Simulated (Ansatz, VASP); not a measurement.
# Two plane-wave programs on Mg4TlF3

Contents of INCAR:

```
PREC = Accurate
ENCUT = 600
EDIFF = 1E-6
ISMEAR = 0
SIGMA = 0.1
LREAL = False
LASPH = True
NELM = 100
ALGO = Normal
ISIF = 3
LWAVE = False
LCHARG = False
GGA = PE
IBRION = 2
NSW = 100
EDIFFG = -0.01
```

KPOINTS

```
Automatic mesh
0
Gamma
  8 8 8
```

File POSCAR:

```
Mg4TlF3
1.0
    5.2274341344      0.0000000000      0.0000000000
    0.0000000000      5.2274341344      0.0000000000
    0.0000000000      0.0000000000      5.2274341344
Mg Tl F
4 1 3
Direct
    0.5000000000      0.0000000000      0.0000000000
    0.5000000000      0.5000000000      0.5000000000
    0.0000000000      0.0000000000      0.5000000000
    0.0000000000      0.5000000000      0.0000000000
    0.0000000000      0.0000000000      0.0000000000
    0.0000000000      0.5000000000      0.5000000000
    0.5000000000      0.0000000000      0.5000000000
    0.5000000000      0.5000000000      0.0000000000
```

Input for Ansatz:

```yaml
crystal:
  lattice:
    - [5.2274341344, 0.0, 0.0]
    - [0.0, 5.2274341344, 0.0]
    - [0.0, 0.0, 5.2274341344]
  atoms:
    - { symbol: Mg, position: [0.5, 0.0, 0.0] }
    - { symbol: Mg, position: [0.5, 0.5, 0.5] }
    - { symbol: Mg, position: [0.0, 0.0, 0.5] }
    - { symbol: Mg, position: [0.0, 0.5, 0.0] }
    - { symbol: Tl, position: [0.0, 0.0, 0.0] }
    - { symbol: F, position: [0.0, 0.5, 0.5] }
    - { symbol: F, position: [0.5, 0.0, 0.5] }
    - { symbol: F, position: [0.5, 0.5, 0.0] }
basis:
  ecutwfc: 420
kpoints:
  mp_grid: { grid: [8, 8, 8] }
hamiltonian:
  xc: pbe
scf:
  occupations: { method: gaussian, width: 0.1 }
output:
  forces: true
  stress: true
  eigenvalues: true
relax:
  adjacent_minimum: "off"
  f_tol: 0.01
  max_steps: 80
  cell: { stress_tol: 0.05 }
```

Change from the starting cell: species swapped into the Mg3MnO4 type (Pm-3m, No. 221).

Alike in both runs: task relaxation of cell and atoms; functional PBE; k mesh 8 × 8 × 8; occupations gaussian, width 0.1 eV; no spin polarisation.

|  | VASP | Ansatz |
| --- | --- | --- |
| version | VASP 6.6.1 | Ansatz 0.2.0 |
| potentials or method | VASP PAW PBE potentials, release 64 (Mg, Tl_d, F), cutoff 600 eV | scalar-relativistic, plane waves, PAW |
| valence electrons in the cell | 42 | 74 |

|  | VASP | Ansatz | Ansatz less VASP |
| --- | --- | --- | --- |
| gap on the k mesh at the Fermi level, each at its own relaxed structure (eV) | none | none | - |
| relaxed volume (Å³/atom) | 17.78 | 17.88 | +0.097 |
| relaxed cell length with the largest relative difference (Å) | 5.220 | 5.229 | +0.0095 |

A gap of «none» marks a metal or a gap that the smearing closes. VASP's potentials hold 42 valence electrons a cell and Ansatz's 74, so a difference there can come from the potentials and not from the codes.

Spin-orbit coupling is off throughout.
